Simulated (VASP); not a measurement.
# Ga3Se (P4/mmm) in VASP: notebook

Ga3Se is run at these levels: PBE, revPBE; tasks: relaxation of cell and atoms, single point.

Everything below comes from runs of VASP 6.6.1. Logs are shortened: lines on timing, memory, paths and dates and some standing lists are left out, and cuts for length are marked.

### 1 The cell of the first run

Symmetry: P4/mmm, No. 123, tetragonal system. Conventional cell: a = 3.155 Å, b = 3.155 Å, c = 8.729 Å, α = 90.00°, β = 90.00°, γ = 90.00°. Ga (site symmetry 4/mmm) has 12 Ga at 2.89 to 3.16 Å within 3.8 Å. Ga (site symmetry 4mm) has 1 Se at 2.54 Å and 8 Ga at 2.89 to 3.16 Å within 3.3 Å. Se (site symmetry 4/mmm) has 2 Ga at 2.54 Å and 4 Se at 3.16 Å within 3.3 Å.

The cell was generated, and may not be a known phase.

### 2 Relaxation of cell and atoms, PBE

INCAR

```
ALGO = Normal ; EDIFF = 1E-6
EDIFFG = -0.01 ; ENCUT = 600
GGA = PE ; IBRION = 2
ISIF = 3 ; ISMEAR = 0
LASPH = True ; LCHARG = False
LREAL = False ; LWAVE = False
NELM = 100 ; NSW = 100
PREC = Accurate ; SIGMA = 0.1
```

KPOINTS

```
k-points
0
Gamma
  14 14 6
```

POSCAR

```
Ga3Se
1.0
    3.1552638034      0.0000000000      0.0000000000
    0.0000000000      3.1552638034      0.0000000000
    0.0000000000      0.0000000000      8.7291357392
Ga Se
3 1
Direct
    0.5000000000      0.5000000000      0.0000000000
    0.0000000000      0.0000000000      0.7904101407
    0.0000000000      0.0000000000      0.2095898593
    0.0000000000      0.0000000000      0.5000000000
```

Potentials or basis: VASP PAW PBE potentials, release 64 (Ga_d, Se).

Run with:

```console
> cat potpaw_PBE.64/Ga_d/POTCAR potpaw_PBE.64/Se/POTCAR > POTCAR
> mpirun -np 1 vasp_std > vasp.out
```

OUTCAR:

```text
EDIFF = 1E-6
   EDIFFG = -0.01
   ENCUT = 600
   GGA = PE
   IBRION = 2
   ISIF = 3
   ISMEAR = 0
   LASPH = True
   LREAL = False
   NELM = 100
   NSW = 100
   PREC = Accurate

 ion  position               nearest neighbor table
   1  0.500  0.500  0.000-   2 2.89   3 2.89   2 2.89   3 2.89   2 2.89   3 2.89   2 2.89   3 2.89

   2  0.000  0.000  0.790-   4 2.54   1 2.89   1 2.89   1 2.89   1 2.89
   3  0.000  0.000  0.210-   4 2.54   1 2.89   1 2.89   1 2.89   1 2.89
   4  0.000  0.000  0.500-   2 2.54   3 2.54

  LATTYP: Found a simple tetragonal cell.
 ALAT       =     3.1552638034
 C/A-ratio  =     2.7665311946

  Lattice vectors:

 A1 = (   3.1552638034,   0.0000000000,   0.0000000000)
 A2 = (   0.0000000000,   3.1552638034,   0.0000000000)
 A3 = (   0.0000000000,   0.0000000000,   8.7291357392)

Analysis of symmetry for initial positions (statically):
=====================================================================
 Subroutine PRICEL returns:
 Original cell was already a primitive cell.

 Routine SETGRP: Setting up the symmetry group for a
 simple tetragonal supercell.

 Subroutine GETGRP returns: Found 16 space group operations
 (whereof 16 operations were pure point group operations)
 out of a pool of 16 trial point group operations.

The static configuration has the point symmetry D_4h.

Analysis of symmetry for dynamics (positions and initial velocities):
=====================================================================
 Subroutine PRICEL returns:
 Original cell was already a primitive cell.

 Routine SETGRP: Setting up the symmetry group for a
 simple tetragonal supercell.

 Subroutine GETGRP returns: Found 16 space group operations
 (whereof 16 operations were pure point group operations)
 out of a pool of 16 trial point group operations.

The dynamic configuration has the point symmetry D_4h.

 Subroutine INISYM returns: Found 16 space group operations
 (whereof 16 operations are pure point group operations),
 and found     1 'primitive' translations

----------------------------------------------------------------------------------------

                                     Primitive cell

  volume of cell :      86.9046

  direct lattice vectors                    reciprocal lattice vectors
     3.155263803  0.000000000  0.000000000     0.316930711  0.000000000  0.000000000
     0.000000000  3.155263803  0.000000000     0.000000000  0.316930711  0.000000000
     0.000000000  0.000000000  8.729135739     0.000000000  0.000000000  0.114558878

  length of vectors
     3.155263803  3.155263803  8.729135739     0.316930711  0.316930711  0.114558878

  position of ions in fractional coordinates (direct lattice)
     0.500000000  0.500000000  0.000000000
     0.000000000  0.000000000  0.790410141
     0.000000000  0.000000000  0.209589859
     0.000000000  0.000000000  0.500000000

  ion indices of the primitive-cell ions
   primitive index   ion index
                 1           1
                 2           2
                 3           3
                 4           4

----------------------------------------------------------------------------------------

 KPOINTS: k-points

Automatic generation of k-mesh.
 Grid dimensions read from file:
 generate k-points for:   14   14    6

 Generating k-lattice:

  Cartesian coordinates                     Fractional coordinates (reciprocal lattice)
     0.022637908  0.000000000  0.000000000     0.071428571  0.000000000  0.000000000
     0.000000000  0.022637908  0.000000000     0.000000000  0.071428571  0.000000000
     0.000000000  0.000000000  0.019093146     0.000000000  0.000000000  0.166666667

  Length of vectors
     0.022637908  0.022637908  0.019093146

  Shift w.r.t. Gamma in fractional coordinates (k-lattice)
     0.000000000  0.000000000  0.000000000

 Subroutine IBZKPT returns following result:
 ===========================================

 Found    144 irreducible k-points:

 Following reciprocal coordinates:
            Coordinates               Weight
  0.000000  0.000000  0.000000      1.000000
  0.071429  0.000000  0.000000      4.000000
  0.142857  0.000000  0.000000      4.000000
  0.214286  0.000000  0.000000      4.000000
  0.285714  0.000000  0.000000      4.000000
  0.357143  0.000000  0.000000      4.000000
[... 16 lines left out ...]
  0.285714  0.214286  0.000000      8.000000
  0.357143  0.214286  0.000000      8.000000
 [... further k-points ...]
   k-points           NKPTS =    144   k-points in BZ     NKDIM =    144   number of bands    NBANDS=     27
   number of dos      NEDOS =    301   number of ions     NIONS =      4
   total plane-waves  NPLWV =  54880
   dimension x,y,z NGX =    28 NGY =   28 NGZ =   70
   dimension x,y,z NGXF=    56 NGYF=   56 NGZF=  140
   ions per type =               3   1
   NGX,Y,Z   is equivalent  to a cutoff of  14.75, 14.75, 13.33 a.u.
   NGXF,Y,Z  is equivalent  to a cutoff of  29.51, 29.51, 26.66 a.u.
 SYSTEM =  unknown system
   PREC   = accura    normal or accurate (medium, high low for compatibility)
   ISTART =      0    job   : 0-new  1-cont  2-samecut
   ICHARG =      2    charge: 1-file 2-atom 10-const
   ISPIN  =      1    spin polarized calculation?
   LNONCOLLINEAR =      F non collinear calculations
   LSORBIT =      F    spin-orbit coupling
   LASPH  =      T    aspherical Exc in radial PAW
   ENCUT  =  600.0 eV  44.10 Ry    6.64 a.u.   6.30  6.30 17.43*2*pi/ulx,y,z
   NELM   =    100;   NELMIN=  2; NELMDL= -5     # of ELM steps
   EDIFF  = 0.1E-05   stopping-criterion for ELM
   LREAL  =      F    real-space projection
   EDIFFG = -.1E-01   stopping-criterion for IOM
   NSW    =    100    number of steps for IOM
   IBRION =      2    ionic relax: 0-MD 1-quasi-New 2-CG
   NFREE  =      1    steps in history (QN), initial steepest desc. (CG)
   ISIF   =      3    stress and relaxation
   ISYM   =      2    0-nonsym 1-usesym 2-fastsym
   POTIM  = 0.5000    time-step for ionic-motion
   TEBEG  =    0.0;   TEEND  =   0.0 temperature during run
   PSTRESS=    0.0 pullay stress
   NELECT =      45.0000    total number of electrons
   NUPDOWN=      -1.0000    fix difference up-down
   EMIN   =  10.00;   EMAX   =-10.00  energy-range for DOS
   EFERMI =   0.00;   METHOD = LEGACY
   ISMEAR =     0;   SIGMA  =   0.10  broadening in eV -4-tet -1-fermi 0-gaus
   EFERMI_NEDOS =   21; number of points for ismear=-14 and -15
   IALGO  =     38    algorithm
   IMIX   =      4    mixing-type and parameters
     AMIX     =   0.40;   BMIX     =  1.00
     AMIX_MAG =   1.60;   BMIX_MAG =  1.00
  volume/ion in A,a.u.               =      21.73       146.62
  Fermi-wavevector in a.u.,A,eV,Ry     =   1.314614  2.484260 23.513711  1.728209
  Thomas-Fermi vector in A             =   2.444854
   LORBIT       =      0    0 simple, 1 ext, 2 COOP (PROOUT), +10 PAW based schemes
   GGA     = PE    functional components
   LHFCALC =     F    Hartree Fock is set to
   AEXX    =    0.0000 exact exchange contribution
   IVDW    =     0    specifies the selected vdW correction
   LEPSILON=     F    determine dielectric tensor
   LRPA    =     F    only Hartree local field effects (RPA)
 conjugate gradient relaxation of ions
 non-spin polarized calculation
 Gauss-broadening in eV      SIGMA  =   0.10
  energy-cutoff  :      600.00
  volume of cell :       86.90
 maximum number of plane-waves:      2930
 NGX is ok and might be reduce to    28
   NGX = 13   NGY = 13   NGZ = 35

--------------------------------------- Ionic step        1  -------------------------------------------

 number of electron      45.0000016 magnetization

 Free energy of the ion-electron system (eV)
  ---------------------------------------------------
  ext. energy  EPLUGINS =         0.00000000
  ---------------------------------------------------
  free energy    TOTEN  =       -11.89622668 eV

  energy without entropy =      -11.88542837  energy(sigma->0) =      -11.89082752

------------------------ aborting loop because EDIFF is reached ----------------------------------------

  FORCE on cell =-STRESS in cart. coord.  units (eV):
  Direction    XX          YY          ZZ          XY          YZ          ZX
  --------------------------------------------------------------------------------------
  -------------------------------------------------------------------------------------
  Total       -0.4929116     -0.4929116      1.3464039      0.0000000     -0.0000000     -0.0000000
  in kB       -9.0873454     -9.0873454     24.8223758      0.0000000     -0.0000000     -0.0000000
  external PRESSURE =       2.2158950 kB  Pullay stress =       0.0000000 kB
[... 95 lines left out ...]
  FREE ENERGIE OF THE ION-ELECTRON SYSTEM (eV)
  ---------------------------------------------------
  free  energy   TOTEN  =       -11.9493262013 eV

  energy  without entropy=      -11.9436987876  energy(sigma->0) =      -11.94651249

 E-fermi :   4.3361     XC(G=0): -10.1095

 val. band max:        4.3009970514   @ k =   0.5000   0.5000   0.0000
 cond. band min:       4.3410439113   @ k =   0.5000   0.2143   0.0000
 fundamental gap:      0.0400468600
 Fermi energy:         4.3361105165

 k-point     1 :       0.0000    0.0000    0.0000
  band No.  band energies     occupation
      1     -10.7703      2.00000
      2     -10.7671      2.00000
      3     -10.6830      2.00000
      4     -10.6337      2.00000
      5     -10.6337      2.00000
      6     -10.6123      2.00000
[... 709 lines left out ...]
     26       7.9163      0.00000
     27       8.0392      0.00000

 [... further k-points ...]

[... ionic steps 4 to 34 ...]

--------------------------------------- Ionic step       35  -------------------------------------------

 number of electron      45.0000026 magnetization

------------------------ aborting loop because EDIFF is reached ----------------------------------------
[... 71 lines left out ...]
--------------------------------------- Ionic step       37  -------------------------------------------

 number of electron      45.0000026 magnetization

 Free energy of the ion-electron system (eV)
  ---------------------------------------------------
  ext. energy  EPLUGINS =         0.00000000
  ---------------------------------------------------
  free energy    TOTEN  =       -12.12798157 eV

  energy without entropy =      -12.12066782  energy(sigma->0) =      -12.12432469

 E-fermi :   4.9174     XC(G=0): -10.5112

 val. band max:        4.8999835940   @ k =   0.2857   0.1429   0.0000
 cond. band min:       4.9704589394   @ k =   0.2143   0.2143   0.5000
 fundamental gap:      0.0704753454
 Fermi energy:         4.9174372641

 k-point     1 :       0.0000    0.0000    0.0000
  band No.  band energies     occupation
      1     -10.2630      2.00000
      2     -10.1177      2.00000
      3     -10.0708      2.00000
      4     -10.0355      2.00000
      5      -9.9894      2.00000
      6      -9.9693      2.00000
[... 709 lines left out ...]
     26       8.1952      0.00000
     27       8.8428      0.00000

 [... further k-points ...]

------------------------ aborting loop because EDIFF is reached ----------------------------------------

  FORCE on cell =-STRESS in cart. coord.  units (eV):
  Direction    XX          YY          ZZ          XY          YZ          ZX
  --------------------------------------------------------------------------------------
  -------------------------------------------------------------------------------------
  Total       -0.0316925     -0.0316925     -0.0332360      0.0000000      0.0000000      0.0000000
  in kB       -0.6207071     -0.6207071     -0.6509369      0.0000000      0.0000000      0.0000000
  external PRESSURE =      -0.6307837 kB  Pullay stress =       0.0000000 kB
[... 19 lines left out ...]
  FREE ENERGIE OF THE ION-ELECTRON SYSTEM (eV)
  ---------------------------------------------------
  free  energy   TOTEN  =       -12.1279815687 eV

  energy  without entropy=      -12.1206678205  energy(sigma->0) =      -12.12432469

 reached required accuracy - stopping structural energy minimisation
```

Wall time 1.8 h (1 thread of Intel Xeon Platinum 8488C (Sapphire Rapids), shared host); peak memory 0.5 GiB.

What came out:

| Property | Result |
| --- | --- |
| Free energy | -12.1280 eV |
| Relaxed volume | 20.45 Å³/atom |
| Relaxed cell | a = 2.847 Å, b = 2.847 Å, c = 10.095 Å, α = 90.00°, β = 90.00°, γ = 90.00° |
| Space group after relaxing (to 0.1 Å) | P4/mmm (No. 123) |
| Energy gained by relaxing | 57.9 meV/atom |
| Ionic steps | 37 |
| Pressure after relaxing | -0.1 GPa |
| Largest force after relaxing | 0.008 eV/Å |
| Band gap on the k mesh | zero (an odd number of electrons rules out a gap without spin polarisation) |

Forces in eV/Å, atoms in the order of the input:
```
Ga   0.000  0.000  0.000
Ga   0.000  0.000 -0.008
Ga   0.000  0.000  0.008
Se   0.000  0.000  0.000
```

The path:
```
step  energy change (eV)  largest force (eV/Å)  pressure (GPa)  volume (Å³)
   1              0.0000                0.4101            0.22        86.90
   2             -0.0332                0.1970           -0.52        87.27
   3             -0.0531                0.0356           -0.94        87.66
   4             -0.0221                0.3863           -1.57        88.33
   5             -0.0542                0.1323           -1.11        87.81
   6             -0.0544                0.1055           -1.12        87.77
   7             -0.0656                0.1932           -0.05        85.43
   8             -0.0656                0.1957           -0.06        85.39
   9             -0.0700                0.1480            0.04        85.14
  10             -0.0752                0.0723            0.26        84.72
  11             -0.0782                0.0514            0.54        83.87
  12             -0.0797                0.0485            0.56        83.85
  13             -0.0849                0.0375            0.55        83.80
  14             -0.0983                0.0627            0.43        83.69
  15             -0.1215                0.1894            0.24        83.46
  16             -0.1525                0.3186            0.28        82.93
  17             -0.1075                0.7070            1.24        81.60
  18             -0.1538                0.4598            0.38        82.60
  19             -0.1664                0.4430            0.21        82.61
  20             -0.1804                0.4327            0.09        82.58
  21             -0.1891                0.3905           -0.05        82.61
  22             -0.2100                0.2625           -0.31        82.72
  23             -0.2284                0.0432           -0.70        82.94
  24             -0.2288                0.0082           -0.70        82.97
  25             -0.2314                0.0060           -0.16        82.01
  26             -0.2314                0.0122            0.11        81.59
  27             -0.2315                0.0075            0.06        81.74
  28             -0.2315                0.0052           -0.02        81.84
  29             -0.2315                0.0093            0.05        81.80
  30             -0.2316                0.0092            0.02        81.80
  31             -0.2317                0.0130            0.03        81.80
  32             -0.2317                0.0129           -0.01        81.80
  33             -0.2317                0.0089            0.10        81.77
  34             -0.2317                0.0139            0.03        81.77
  35             -0.2318                0.0076           -0.11        81.81
  36             -0.2318                0.0117            0.04        81.80
  37             -0.2318                0.0082           -0.06        81.81
```

Final structure:
```yaml
crystal:
  lattice:
    - [2.84666, 0.00000, 0.00000]
    - [0.00000, 2.84666, 0.00000]
    - [0.00000, 0.00000, 10.09505]
  atoms:
    - { symbol: Ga, position: [0.50000, 0.50000, 0.00000] }
    - { symbol: Ga, position: [0.00000, 0.00000, 0.77270] }
    - { symbol: Ga, position: [0.00000, 0.00000, 0.22730] }
    - { symbol: Se, position: [0.00000, 0.00000, 0.50000] }
```

Caveat: a cell axis changed by over 15 % at a fixed basis, so the end point is rough.

### 3 Single point, revPBE

This run uses another cell than the first one, of 20.41 Å³/atom.

INCAR

```
ALGO = Normal
EDIFF = 1E-6
ENCUT = 500
GGA = RE
GGA_COMPAT = False
ISIF = 2
ISMEAR = 0
LASPH = True
LCHARG = False
LREAL = False
LWAVE = False
NBANDS = 30
NELM = 120
PREC = Accurate
SIGMA = 0.1
```

KPOINTS

```
k-points
0
Gamma
  16 16 6
```

POSCAR

```
Ga3Se
1.0
    2.7926193323      0.0000000000      0.0000000000
    0.0000000000      2.7926193323      0.0000000000
    0.0000000000      0.0000000000     10.4678153292
Ga Se
3 1
Direct
    0.5000000000      0.5000000000      0.0000000000
    0.0000000000      0.0000000000      0.7712047792
    0.0000000000      0.0000000000      0.2287952208
    0.0000000000      0.0000000000      0.5000000000
```

Potentials or basis: VASP PAW PBE potentials, release 64 (Ga_d, Se).

Run with:

```console
> cat potpaw_PBE.64/Ga_d/POTCAR potpaw_PBE.64/Se/POTCAR > POTCAR
> mpirun -np 1 vasp_std > vasp.out
```

It took 8.5 min on 1 thread of Oxide Virtual Turin-like, shared host; peak memory 0.4 GiB.

The run converged. Its results:

- Free energy: -10.9305 eV
- Pressure: 1.4 GPa
- Band gap on the k mesh: zero (an odd number of electrons rules out a gap without spin polarisation)

Stress tensor (GPa, compression positive):
```
1.43 0.00 0.00
0.00 1.43 0.00
0.00 0.00 1.28
```

Levels at points of the mesh, in eV from the Fermi level:
| k point | band 21 | band 22 | band 23 | band 24 | band 25 | band 26 |
| --- | --- | --- | --- | --- | --- | --- |
| (0.00, 0.00, 0.00) | 0.14 | 1.77 | 2.13 | 2.13 | 7.88 | 7.88 |
| (0.50, 0.00, 0.00) | -3.42 | -2.13 | -1.79 | -0.93 | 2.46 | 3.61 |
| (0.50, 0.50, 0.00) | -1.10 | -0.60 | -0.42 | 0.24 | 0.24 | 1.17 |
| (0.00, 0.00, 0.50) | -2.20 | 2.13 | 2.13 | 4.27 | 6.46 | 7.81 |
| (0.50, 0.00, 0.50) | -3.73 | -3.16 | -1.37 | 0.04 | 2.17 | 3.51 |
| (0.50, 0.50, 0.50) | -1.18 | -0.60 | -0.04 | 0.50 | 0.50 | 0.53 |

Caveat: the PAW data sets were made with another functional, which shifts forces and pressure a little.

The gap in the log of VASP goes by the Fermi energy; the results here count the filled bands.